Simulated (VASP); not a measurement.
Runs of VASP 6.6.1 on MgO (Periclase). The structure is that of space group Fm-3m (No. 225), or close to it. The cells are those of the table. 

| cell | gap on the mesh (eV) | pressure (GPa) |
| --- | --- | --- |
| a = 2.966, b = 2.966, c = 3.016 Å, angles 59.4, 59.4, 61.1°, 2 atoms | 4.57 | -0.7 |
| a = 2.999, b = 2.999, c = 2.949 Å, angles 60.5, 60.5, 58.9°, 2 atoms | 4.55 | -0.7 |
| a = 3.017, b = 3.017, c = 2.918 Å, angles 61.1, 61.1, 57.8°, 2 atoms | (b) | 0.3 |
| a = 2.982 Å, angles 60.0°, 2 atoms | (a) | -1.0 |

Alike in all rows: task single point; level PBEsol; potentials or basis VASP PAW PBE potentials, release 64 (Mg, O); no spin polarisation; k mesh 8 × 8 × 8; cutoff (eV) 600; smearing fermi-dirac 0.02 eV.

Task: Fill in the values left out.

Result: (a) 4.60; (b) 4.50.

Caveats: the PAW data sets were made with another functional, which shifts forces and pressure a little.

